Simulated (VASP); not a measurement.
# N (P4_2/mnm) in VASP: a series of runs, part 2 of 2

VASP 6.6.1. Earlier steps stand in the parts before.

## Step 4: Single point, PBE+D3(BJ) (20.98 Å³/atom)

This run uses another cell than the first one, of 20.98 Å³/atom.

The input, INCAR:

```
PREC = Accurate ; ENCUT = 520
EDIFF = 1E-7 ; ISMEAR = 0
SIGMA = 0.02 ; LREAL = F
LASPH = T ; NELM = 60
ALGO = Normal ; ISIF = 2
LWAVE = F ; LCHARG = F
GGA = PE ; IVDW = 12
NBANDS = 18
```

The input, KPOINTS:

```
regular mesh
0
Gamma
  6 6 4
```

The input, POSCAR:

```
N
1.0
    4.0156098362      0.0000000000      0.0000000000
    0.0000000000      4.0156098362      0.0000000000
    0.0000000000      0.0000000000      5.2035985903
N
4
Direct
    0.9030165799      0.9030165799      0.0000000000
    0.5969834201      0.4030165799      0.5000000000
    0.0969834201      0.0969834201      0.0000000000
    0.4030165799      0.5969834201      0.5000000000
```

Potentials or basis: VASP PAW PBE potentials, release 64 (N).

Started as:

```console
$ cat potpaw_PBE.64/N/POTCAR > POTCAR
$ mpirun -np 1 vasp_std > vasp.out
```

OUTCAR:

```text
PREC = Accurate
   ENCUT = 520
   EDIFF = 1E-7
   ISMEAR = 0
   LREAL = F
   LASPH = T
   NELM = 60
   ISIF = 2
   GGA = PE
   IVDW = 12
 IVDW          = 12

 ion  position               nearest neighbor table
   1  0.903  0.903  0.000-   3 1.10
   2  0.597  0.403  0.500-   4 1.10
   3  0.097  0.097  0.000-   1 1.10
   4  0.403  0.597  0.500-   2 1.10
[... 706 lines left out ...]

 Edisp (eV)   -0.24054

 E8    (eV) :    -0.0581

  FORCE on cell =-STRESS in cart. coord.  units (eV):
  Direction    XX          YY          ZZ          XY          YZ          ZX
  --------------------------------------------------------------------------------------
  -------------------------------------------------------------------------------------
  Total       1.88466     1.88466     0.00564    -0.00000     0.00000     0.00000
  in kB      35.98624    35.98624     0.10760    -0.00000     0.00000     0.00000
  external pressure =       24.03 kB  Pullay stress =        0.00 kB

 VOLUME and BASIS-vectors are now :
 -----------------------------------------------------------------------------
  energy-cutoff  :      520.00
  volume of cell :       83.91
      direct lattice vectors                 reciprocal lattice vectors
     4.015609836  0.000000000  0.000000000     0.249028178  0.000000000  0.000000000
     0.000000000  4.015609836  0.000000000     0.000000000  0.249028178  0.000000000
     0.000000000  0.000000000  5.203598590     0.000000000  0.000000000  0.192174700

 POSITION                                       TOTAL-FORCE (eV/Angst)
 -----------------------------------------------------------------------------------
      3.62616      3.62616      0.00000        -1.233623     -1.233623     -0.000000
      2.39725      1.61836      2.60180         1.233623     -1.233623      0.000000
      0.38945      0.38945      0.00000         1.233623      1.233623      0.000000
      1.61836      2.39725      2.60180        -1.233623      1.233623      0.000000
 -----------------------------------------------------------------------------------
    total drift:                               -0.000000      0.000000     -0.000000

  FREE ENERGIE OF THE ION-ELECTRON SYSTEM (eV)
  ---------------------------------------------------
  free  energy   TOTEN  =       -33.5203694394 eV

  energy  without entropy=      -33.5203694394  energy(sigma->0) =      -33.52036944
```

OSZICAR:

```text
N       E                     dE             d eps       ncg     rms          rms(c)
DAV:   1     0.918808276071E+02    0.91881E+02   -0.90808E+03  1080   0.931E+02
DAV:   2    -0.281486345368E+02   -0.12003E+03   -0.11664E+03  1402   0.228E+02
DAV:   3    -0.349264366672E+02   -0.67778E+01   -0.67280E+01  1216   0.562E+01
DAV:   4    -0.349817696091E+02   -0.55333E-01   -0.55300E-01  1254   0.611E+00
DAV:   5    -0.349823081113E+02   -0.53850E-03   -0.53846E-03  1228   0.539E-01    0.113E+01
DAV:   6    -0.335990071386E+02    0.13833E+01   -0.15846E+00  1164   0.856E+00    0.651E+00
DAV:   7    -0.332878827481E+02    0.31112E+00   -0.10485E+00  1334   0.696E+00    0.182E+00
DAV:   8    -0.332802460377E+02    0.76367E-02   -0.72767E-02  1150   0.201E+00    0.242E-01
DAV:   9    -0.332797356073E+02    0.51043E-03   -0.30756E-03  1174   0.408E-01    0.110E-01
DAV:  10    -0.332798323179E+02   -0.96711E-04   -0.15336E-04  1152   0.115E-01    0.335E-02
DAV:  11    -0.332798310363E+02    0.12816E-05   -0.73268E-06  1200   0.243E-02    0.343E-03
DAV:  12    -0.332798309973E+02    0.39039E-07   -0.11413E-06  1162   0.822E-03    0.459E-03
DAV:  13    -0.332798312245E+02   -0.22726E-06   -0.98467E-08   998   0.248E-03    0.534E-04
DAV:  14    -0.332798312536E+02   -0.29129E-07   -0.21531E-08   628   0.112E-03
   1 F= -.33520369E+02 E0= -.33520369E+02  d E =-.259073E-41
```

Run time: 66 s. Hardware: 1 thread of Intel Xeon 8259CL, shared host; peak memory 0.19 GiB.

What came out:

```
Free energy                : -33.5204 eV
Pressure                   : 2.4 GPa
Largest force              : 1.745 eV/Å
Band gap on the k mesh     : 6.80 eV (least direct gap 7.02 eV)
Dispersion energy per atom : -0.060 eV
```

Forces in eV/Å, atoms in the order of the input:
```
N   -1.234 -1.234  0.000
N    1.234 -1.234  0.000
N    1.234  1.234  0.000
N   -1.234  1.234  0.000
```

Stress tensor (GPa, compression positive):
```
3.60 0.00 0.00
0.00 3.60 0.00
0.00 0.00 0.01
```

Caveat: the standard files for N, O and F lose accuracy on very short bonds; forces of over 1 eV/Å act on the atoms, so gaps and moduli don't describe the material at rest.

## Step 5: Single point, PBE+D3(BJ) (21.65 Å³/atom)

This run uses another cell than the first one, of 21.65 Å³/atom.

The input, INCAR:

```
SYSTEM = N
ALGO = Normal
EDIFF = 1E-6
ENCUT = 520
GGA = PE
ISIF = 2
ISMEAR = 0
IVDW = 12
LASPH = .TRUE.
LCHARG = .FALSE.
LREAL = .FALSE.
LWAVE = .FALSE.
NBANDS = 18
NELM = 80
PREC = Accurate
SIGMA = 0.02
```

The input, KPOINTS:

```
k-points
0
G
  6 6 4
  0 0 0
```

The input, POSCAR:

```
N
1.0
    4.0558858415      0.0000000000      0.0000000000
    0.0000000000      4.0558858415      0.0000000000
    0.0000000000      0.0000000000      5.2635559220
N
4
Direct
    0.9039720457      0.9039720457      0.0000000000
    0.5960279543      0.4039720457      0.5000000000
    0.0960279543      0.0960279543      0.0000000000
    0.4039720457      0.5960279543      0.5000000000
```

Started as:

```console
$ cat potpaw_PBE.64/N/POTCAR > POTCAR
$ mpirun -np 1 vasp_std > vasp.out
```

Wall time 55 s (1 thread of Intel Xeon 8259CL, shared host); peak memory 0.19 GiB.

It converged, with:

| Item | Value |
| --- | --- |
| Free energy | -33.5231 eV |
| Pressure | 2.2 GPa |
| Largest force | 1.742 eV/Å |
| Band gap on the k mesh | 6.87 eV (least direct gap 7.07 eV) |
| Dispersion energy per atom | -0.058 eV |

Forces on the atoms (eV/Å):
```
N   -1.232 -1.232  0.000
N    1.232 -1.232  0.000
N    1.232  1.232  0.000
N   -1.232  1.232  0.000
```

Stress tensor (GPa, compression positive):
```
 3.38  0.00  0.00
 0.00  3.38  0.00
 0.00  0.00 -0.10
```

Levels at points of the mesh, in eV from the valence-band top:
| k point | band 8 | band 9 | band 10 | band 11 | band 12 | band 13 |
| --- | --- | --- | --- | --- | --- | --- |
| (0.00, 0.00, 0.00) | -1.37 | -1.06 | -0.20 | 6.87 | 7.81 | 8.17 |
| (0.50, 0.00, 0.00) | -1.69 | -0.24 | -0.24 | 7.96 | 7.96 | 7.97 |
| (0.50, 0.50, 0.00) | -1.64 | -0.04 | -0.04 | 7.72 | 7.72 | 8.74 |
| (0.00, 0.00, 0.50) | -1.49 | -0.44 | -0.44 | 7.31 | 7.31 | 8.16 |
| (0.50, 0.00, 0.50) | -1.48 | -0.30 | -0.30 | 7.57 | 7.57 | 8.28 |
| (0.50, 0.50, 0.50) | -1.68 | 0.00 | 0.00 | 7.75 | 7.75 | 8.74 |

Caveat: the standard files for N, O and F lose accuracy on very short bonds; forces of over 1 eV/Å act on the atoms, so gaps and moduli don't describe the material at rest. A k mesh can miss the band edges.

## Step 6: Single point, PBE+D3(BJ) (22.99 Å³/atom)

This run uses another cell than the first one, of 22.99 Å³/atom.

The input, INCAR:

```
SYSTEM = N
  ALGO = Normal
  EDIFF = 1E-7
  ENCUT = 520
  GGA = PE
  ISIF = 2
  ISMEAR = 0
  IVDW = 12
  LASPH = .True.
  LCHARG = .False.
  LREAL = .False.
  LWAVE = .False.
  NBANDS = 18
  NELM = 60
  PREC = Accurate
  SIGMA = 0.02
```

The input, KPOINTS:

```
k-points
0
Gamma
  6 6 4
  0 0 0
```

The input, POSCAR:

```
N
1.0
    4.1381342935      0.0000000000      0.0000000000
    0.0000000000      4.1381342935      0.0000000000
    0.0000000000      0.0000000000      5.3691682830
N
4
Direct
    0.9058705705      0.9058705705      0.0000000000
    0.5941294295      0.4058705705      0.5000000000
    0.0941294295      0.0941294295      0.0000000000
    0.4058705705      0.5941294295      0.5000000000
```

Potentials or basis: VASP PAW PBE potentials, release 64 (N).

Started as:

```console
$ cat potpaw_PBE.64/N/POTCAR > POTCAR
$ mpirun -np 1 vasp_std > vasp.out
```

Run time: 61 s. Hardware: 1 thread of Intel Xeon 8259CL, shared host; peak memory 0.2 GiB.

Results (log left out):

```yaml
Free_energy: -33.5236 eV
Pressure: 1.9 GPa
Largest_force: 1.744 eV/Å
Band_gap_on_the_k_mesh: 7.00 eV (least direct gap 7.16 eV)
Dispersion_energy_per_atom: -0.053 eV
```

Forces on the atoms (eV/Å):
```
N   -1.233 -1.233  0.000
N    1.233 -1.233  0.000
N    1.233  1.233  0.000
N   -1.233  1.233  0.000
```

Stress tensor (GPa, compression positive):
```
 3.02  0.00  0.00
 0.00  3.02  0.00
 0.00  0.00 -0.27
```

Levels at points of the mesh, in eV from the valence-band top:
| k point | band 7 | band 8 | band 9 | band 10 | band 11 | band 12 | band 13 | band 14 |
| --- | --- | --- | --- | --- | --- | --- | --- | --- |
| (0.00, 0.00, 0.00) | -1.47 | -1.38 | -0.93 | -0.17 | 7.00 | 7.85 | 8.19 | 8.19 |
| (0.50, 0.00, 0.00) | -1.66 | -1.66 | -0.21 | -0.21 | 7.98 | 7.98 | 7.99 | 7.99 |
| (0.50, 0.50, 0.00) | -1.61 | -1.61 | -0.03 | -0.03 | 7.77 | 7.77 | 8.70 | 8.70 |
| (0.00, 0.00, 0.50) | -1.49 | -1.49 | -0.41 | -0.41 | 7.40 | 7.40 | 8.17 | 8.17 |
| (0.50, 0.00, 0.50) | -1.47 | -1.47 | -0.26 | -0.26 | 7.63 | 7.63 | 8.28 | 8.28 |
| (0.50, 0.50, 0.50) | -1.65 | -1.65 | 0.00 | 0.00 | 7.79 | 7.79 | 8.70 | 8.70 |

Caveat: the standard files for N, O and F lose accuracy on very short bonds; forces of over 1 eV/Å act on the atoms, so gaps and moduli don't describe the material at rest.

## Step 7: The runs side by side

| cell | gap on the mesh (eV) | pressure (GPa) | largest force (eV/Å) |
| --- | --- | --- | --- |
| a = 3.930, b = 3.930, c = 5.085 Å, 4 atoms, atomic positions A | 6.65 | 2.9 | 1.75 |
| a = 3.973, b = 3.973, c = 5.145 Å, 4 atoms, atomic positions B | 6.73 | 2.6 | 1.75 |
| a = 4.016, b = 4.016, c = 5.204 Å, 4 atoms, atomic positions C | 6.80 | 2.4 | 1.74 |
| a = 4.056, b = 4.056, c = 5.264 Å, 4 atoms, atomic positions D | 6.87 | 2.2 | 1.74 |
| a = 4.138, b = 4.138, c = 5.369 Å, 4 atoms, atomic positions E | 7.00 | 1.9 | 1.74 |

Alike in all rows: task single point; level PBE+D3(BJ); potentials or basis VASP PAW PBE potentials, release 64 (N); no spin polarisation; k mesh 6 × 6 × 4; cutoff (eV) 520; smearing gaussian 0.02 eV.

Caveats: the standard files for N, O and F lose accuracy on very short bonds; forces of over 1 eV/Å act on the atoms, so gaps and moduli don't describe the material at rest.

Absolute energies hang on the potentials; compare differences alone.
